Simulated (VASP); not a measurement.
# Sr (P-1) in VASP: single point with PBEsol

Aim: the single point of Sr with PBEsol.

Program: VASP 6.6.1. These are calculated values, not measurements. Logs are shortened: lines on timing, memory, paths and dates and some standing lists are left out, and cuts for length are marked.

## 1. The cell of the first run

The typed cell holds 2 atoms: a = 4.310 Å, b = 4.310 Å, c = 7.050 Å, α = 90.00°, β = 90.00°, γ = 120.00°.

## 2. Single point, PBEsol (atom 1 (Sr) moved by (-0.300, -0.150) A along [1 1 0] and z)

INCAR

```
SYSTEM = Sr
PREC = Accurate
ENCUT = 520
EDIFF = 1E-7
ISMEAR = 0
SIGMA = 0.15
LREAL = .FALSE.
LASPH = .TRUE.
NELM = 60
ALGO = Fast
ISIF = 2
LWAVE = .FALSE.
LCHARG = .FALSE.
GGA = PS
NBANDS = 17
```

KPOINTS

```
regular mesh
0
G
  12 12 8
  0 0 0
```

POSCAR

```
Sr
1.0
    4.3100002207      0.0000000000      0.0000000000
   -2.1550001104      3.7325696814      0.0000000000
    0.0000000000      0.0000000000      7.0500000000
Sr
2
Direct
    0.2556984135      0.6098339609      0.2287234043
    0.6666666667      0.3333333333      0.7500000000
```

Potentials or basis: VASP PAW PBE potentials, release 64 (Sr_sv).

Run with:

```
$ cat potpaw_PBE.64/Sr_sv/POTCAR > POTCAR
$ mpirun -np 1 vasp_std > vasp.out
```

OUTCAR:

```text
SYSTEM = Sr
   PREC = Accurate
   ENCUT = 520
   EDIFF = 1E-7
   ISMEAR = 0
   LREAL = .FALSE.
   LASPH = .TRUE.
   NELM = 60
   ISIF = 2
   GGA = PS

 ion  position               nearest neighbor table
   1  0.256  0.610  0.229-   2 4.03   2 4.25   2 4.28   2 4.33   2 4.49   2 4.57
   2  0.667  0.333  0.750-   1 4.03   1 4.25   1 4.28   1 4.33   1 4.49   1 4.57

  LATTYP: Found a hexagonal cell.
 ALAT       =     4.3100002207
 C/A-ratio  =     1.6357307747

  Lattice vectors:

 A1 = (   4.3100002207,   0.0000000000,   0.0000000000)
 A2 = (  -2.1550001104,   3.7325696814,   0.0000000000)
 A3 = (   0.0000000000,   0.0000000000,   7.0500000000)

Analysis of symmetry for initial positions (statically):
=====================================================================
 Subroutine PRICEL returns:
 Original cell was already a primitive cell.

 Routine SETGRP: Setting up the symmetry group for a
 hexagonal supercell.

 Subroutine GETGRP returns: Found  2 space group operations
 (whereof  1 operations were pure point group operations)
 out of a pool of 24 trial point group operations.

The static configuration has the point symmetry C_1 .
 The point group associated with its full space group is S_2 .

Analysis of symmetry for dynamics (positions and initial velocities):
=====================================================================
 Subroutine PRICEL returns:
 Original cell was already a primitive cell.

 Routine SETGRP: Setting up the symmetry group for a
 hexagonal supercell.

 Subroutine GETGRP returns: Found  2 space group operations
 (whereof  1 operations were pure point group operations)
 out of a pool of 24 trial point group operations.

The dynamic configuration has the point symmetry C_1 .
 The point group associated with its full space group is S_2 .

 Subroutine INISYM returns: Found  2 space group operations
 (whereof  1 operations are pure point group operations),
 and found     1 'primitive' translations

----------------------------------------------------------------------------------------

                                     Primitive cell

  volume of cell :     113.4160

  direct lattice vectors                    reciprocal lattice vectors
     4.310000221  0.000000000  0.000000000     0.232018550  0.133955972  0.000000000
    -2.155000110  3.732569681  0.000000000     0.000000000  0.267911944  0.000000000
     0.000000000  0.000000000  7.050000000     0.000000000  0.000000000  0.141843972

  length of vectors
     4.310000221  4.310000221  7.050000000     0.267911944  0.267911944  0.141843972

  position of ions in fractional coordinates (direct lattice)
     0.255698413  0.609833961  0.228723404
     0.666666667  0.333333333  0.750000000

  ion indices of the primitive-cell ions
   primitive index   ion index
                 1           1
                 2           2

----------------------------------------------------------------------------------------

 KPOINTS: regular mesh

Automatic generation of k-mesh.
 Grid dimensions read from file:
 generate k-points for:   12   12    8

 Generating k-lattice:

  Cartesian coordinates                     Fractional coordinates (reciprocal lattice)
     0.019334879  0.011162998  0.000000000     0.083333333  0.000000000  0.000000000
     0.000000000  0.022325995  0.000000000     0.000000000  0.083333333  0.000000000
     0.000000000  0.000000000  0.017730496     0.000000000  0.000000000  0.125000000

  Length of vectors
     0.022325995  0.022325995  0.017730496

  Shift w.r.t. Gamma in fractional coordinates (k-lattice)
     0.000000000  0.000000000  0.000000000

 Subroutine IBZKPT returns following result:
 ===========================================

 Found    580 irreducible k-points:

 Following reciprocal coordinates:
            Coordinates               Weight
  0.000000  0.000000  0.000000      1.000000
  0.083333  0.000000  0.000000      2.000000
  0.000000  0.083333  0.000000      2.000000
 -0.083333  0.083333  0.000000      2.000000
  0.166667 -0.000000  0.000000      2.000000
  0.000000  0.166667  0.000000      2.000000
[... 16 lines left out ...]
  0.166667  0.083333  0.000000      2.000000
 -0.083333  0.250000  0.000000      2.000000
 [... further k-points ...]
   k-points           NKPTS =    580   k-points in BZ     NKDIM =    580   number of bands    NBANDS=     17
   number of dos      NEDOS =    301   number of ions     NIONS =      2
   total plane-waves  NPLWV =  55296
   dimension x,y,z NGX =    32 NGY =   32 NGZ =   54
   dimension x,y,z NGXF=    64 NGYF=   64 NGZF=  108
   ions per type =               2
   NGX,Y,Z   is equivalent  to a cutoff of  12.34, 12.34, 12.73 a.u.
   NGXF,Y,Z  is equivalent  to a cutoff of  24.69, 24.69, 25.47 a.u.
 SYSTEM =  Sr
   PREC   = accura    normal or accurate (medium, high low for compatibility)
   ISTART =      0    job   : 0-new  1-cont  2-samecut
   ICHARG =      2    charge: 1-file 2-atom 10-const
   ISPIN  =      1    spin polarized calculation?
   LNONCOLLINEAR =      F non collinear calculations
   LSORBIT =      F    spin-orbit coupling
   LASPH  =      T    aspherical Exc in radial PAW
   ENCUT  =  520.0 eV  38.22 Ry    6.18 a.u.   8.01  8.01 13.11*2*pi/ulx,y,z
   NELM   =     60;   NELMIN=  2; NELMDL= -5     # of ELM steps
   EDIFF  = 0.1E-06   stopping-criterion for ELM
   LREAL  =      F    real-space projection
   EDIFFG = 0.1E-05   stopping-criterion for IOM
   NSW    =      0    number of steps for IOM
   IBRION =     -1    ionic relax: 0-MD 1-quasi-New 2-CG
   NFREE  =      0    steps in history (QN), initial steepest desc. (CG)
   ISIF   =      2    stress and relaxation
   ISYM   =      2    0-nonsym 1-usesym 2-fastsym
   POTIM  = 0.5000    time-step for ionic-motion
   TEBEG  =    0.0;   TEEND  =   0.0 temperature during run
   PSTRESS=    0.0 pullay stress
   NELECT =      20.0000    total number of electrons
   NUPDOWN=      -1.0000    fix difference up-down
   EMIN   =  10.00;   EMAX   =-10.00  energy-range for DOS
   EFERMI =   0.00;   METHOD = LEGACY
   ISMEAR =     0;   SIGMA  =   0.15  broadening in eV -4-tet -1-fermi 0-gaus
   EFERMI_NEDOS =   21; number of points for ismear=-14 and -15
   IALGO  =     68    algorithm
   IMIX   =      4    mixing-type and parameters
     AMIX     =   0.40;   BMIX     =  1.00
     AMIX_MAG =   1.60;   BMIX_MAG =  1.00
  volume/ion in A,a.u.               =      56.71       382.68
  Fermi-wavevector in a.u.,A,eV,Ry     =   0.918037  1.734838 11.466873  0.842791
  Thomas-Fermi vector in A             =   2.043073
   LORBIT       =      0    0 simple, 1 ext, 2 COOP (PROOUT), +10 PAW based schemes
   GGA     = PS    functional components
   LHFCALC =     F    Hartree Fock is set to
   AEXX    =    0.0000 exact exchange contribution
   IVDW    =     0    specifies the selected vdW correction
   LEPSILON=     F    determine dielectric tensor
   LRPA    =     F    only Hartree local field effects (RPA)
 non-spin polarized calculation
 RMM-DIIS sequential band-by-band and
 Gauss-broadening in eV      SIGMA  =   0.15
  energy-cutoff  :      520.00
  volume of cell :      113.42
 maximum number of plane-waves:      3090
   NGX = 17   NGY = 17   NGZ = 27

 number of electron      20.0000000 magnetization

 Free energy of the ion-electron system (eV)
  ---------------------------------------------------
  ext. energy  EPLUGINS =         0.00000000
  ---------------------------------------------------
  free energy    TOTEN  =        -3.63187297 eV

  energy without entropy =       -3.60401152  energy(sigma->0) =       -3.61794224

 E-fermi :   1.4027     XC(G=0):  -7.3340

 val. band max:        1.4018891274   @ k =  -0.3333  -0.3333   0.3750
 cond. band min:       1.4037308539   @ k =  -0.1667   0.3333   0.0000
 fundamental gap:      0.0018417265
 Fermi energy:         1.4027112044

 k-point     1 :       0.0000    0.0000    0.0000
  band No.  band energies     occupation
      1     -35.2045      2.00000
      2     -35.1907      2.00000
      3     -17.2959      2.00000
      4     -17.1459      2.00000
      5     -17.1234      2.00000
      6     -17.1107      2.00000
[... 9 lines left out ...]
     16       4.1799      0.00000
     17       4.7689      0.00000

 k-point     2 :       0.0833    0.0000    0.0000
  band No.  band energies     occupation
      1     -35.2037      2.00000
      2     -35.1904      2.00000
      3     -17.2916      2.00000
      4     -17.1549      2.00000
      5     -17.1273      2.00000
      6     -17.1191      2.00000
[... 9 lines left out ...]
     16       4.1021      0.00000
     17       4.6313      0.00000

 k-point     3 :       0.0000    0.0833    0.0000
  band No.  band energies     occupation
      1     -35.2038      2.00000
      2     -35.1903      2.00000
      3     -17.2925      2.00000
      4     -17.1495      2.00000
      5     -17.1325      2.00000
      6     -17.1192      2.00000
[... 9 lines left out ...]
     16       4.1861      0.00000
     17       4.5621      0.00000

 k-point     4 :      -0.0833    0.0833    0.0000
  band No.  band energies     occupation
      1     -35.2037      2.00000
      2     -35.1904      2.00000
      3     -17.2922      2.00000
      4     -17.1515      2.00000
      5     -17.1305      2.00000
      6     -17.1193      2.00000
[... 9 lines left out ...]
     16       4.1807      0.00000
     17       4.3434      0.00000
[... 343 lines left out ...]
      1     -35.2022      2.00000
      2     -35.1898      2.00000
      3     -17.2837      2.00000
      4     -17.1695      2.00000
      5     -17.1429      2.00000
      6     -17.1276      2.00000
[... 9 lines left out ...]
     16       3.9944      0.00000
     17       4.3839      0.00000

 k-point    23 :       0.1667    0.0833    0.0000
  band No.  band energies     occupation
      1     -35.1997      2.00000
      2     -35.1888      2.00000
      3     -17.2699      2.00000
      4     -17.1949      2.00000
      5     -17.1695      2.00000
      6     -17.1431      2.00000
[... 9 lines left out ...]
     16       4.2591      0.00000
     17       4.3503      0.00000

 k-point    24 :      -0.0833    0.2500    0.0000
  band No.  band energies     occupation
      1     -35.2002      2.00000
      2     -35.1884      2.00000
      3     -17.2751      2.00000
      4     -17.1802      2.00000
      5     -17.1697      2.00000
      6     -17.1551      2.00000
[... 9 lines left out ...]
     16       4.2315      0.00000
     17       4.2836      0.00000

 [... further k-points ...]
[... 5 lines left out ...]
  --------------------------------------------------------------------------------------
  -------------------------------------------------------------------------------------
  Total       -0.4469985     -0.7882661     -0.4418555      0.1610243      0.0428002      0.0572933
  in kB       -6.3145480    -11.1354836     -6.2418954      2.2747188      0.6046189      0.8093566
  external PRESSURE =      -7.8973090 kB  Pullay stress =       0.0000000 kB

 VOLUME and BASIS-vectors are now :
 -----------------------------------------------------------------------------
  energy-cutoff  :      520.00
  volume of cell :      113.42
      direct lattice vectors                 reciprocal lattice vectors
     4.310000221  0.000000000  0.000000000     0.232018550  0.133955972  0.000000000
    -2.155000110  3.732569681  0.000000000     0.000000000  0.267911944  0.000000000
     0.000000000  0.000000000  7.050000000     0.000000000  0.000000000  0.141843972

 POSITION                                       TOTAL-FORCE (eV/Angst)
 -----------------------------------------------------------------------------------
     -0.21213      2.27625      1.61250         0.088167      0.061908      0.183450
      2.15500      1.24419      5.28750        -0.088167     -0.061908     -0.183450
 -----------------------------------------------------------------------------------
    total drift:                               -0.000001     -0.000000     -0.000000

  FREE ENERGIE OF THE ION-ELECTRON SYSTEM (eV)
  ---------------------------------------------------
  free  energy   TOTEN  =        -3.6318729727 eV

  energy  without entropy=       -3.6040115166  energy(sigma->0) =       -3.61794224
```

Run time: 37 min. Hardware: 1 thread of Intel Xeon 8259CL, shared host; peak memory 0.97 GiB.

Results:

```yaml
Free_energy: -3.6319 eV
Pressure: -0.8 GPa
Largest_force: 0.213 eV/Å
Band_gap_on_the_k_mesh: zero (bands 10 and 11 overlap by 0.29 eV)
```

Forces in eV/Å, atoms in the order of the input:
```
Sr   0.088  0.062  0.183
Sr  -0.088 -0.062 -0.183
```

Levels at points of the mesh, in eV from the Fermi level:
```
           k point  band 6  band 7  band 8  band 9  band 10  band 11  band 12  band 13  band 14  band 15
(0.00, 0.00, 0.00)  -18.51  -18.51  -18.51   -3.62    -1.14     0.03     2.16     2.20     2.32     2.53
(0.50, 0.00, 0.00)  -18.58  -18.57  -18.53   -1.01    -0.66     0.26     0.34     0.96     1.67     2.19
(0.00, 0.50, 0.00)  -18.58  -18.54  -18.53   -1.21    -0.48     0.00     0.19     1.51     1.95     2.14
(0.50, 0.50, 0.00)  -18.58  -18.54  -18.54   -1.16    -0.53     0.06     0.25     1.35     1.83     2.20
(0.00, 0.00, 0.50)  -18.52  -18.52  -18.52   -2.77    -2.63     1.05     1.43     2.19     2.21     2.29
(0.50, 0.00, 0.50)  -18.55  -18.55  -18.55   -0.85    -0.84     0.33     0.34     1.05     1.27     2.81
(0.00, 0.50, 0.50)  -18.56  -18.56  -18.55   -0.78    -0.75     0.12     0.13     1.27     1.52     2.82
(0.50, 0.50, 0.50)  -18.56  -18.55  -18.54   -0.80    -0.78     0.19     0.19     1.19     1.41     2.89
```

Caveat: the cell differs from its parent crystal (atom 1 (Sr) moved by (-0.300, -0.150) A along [1 1 0] and z); the PAW data sets were made with another functional, which shifts forces and pressure a little.
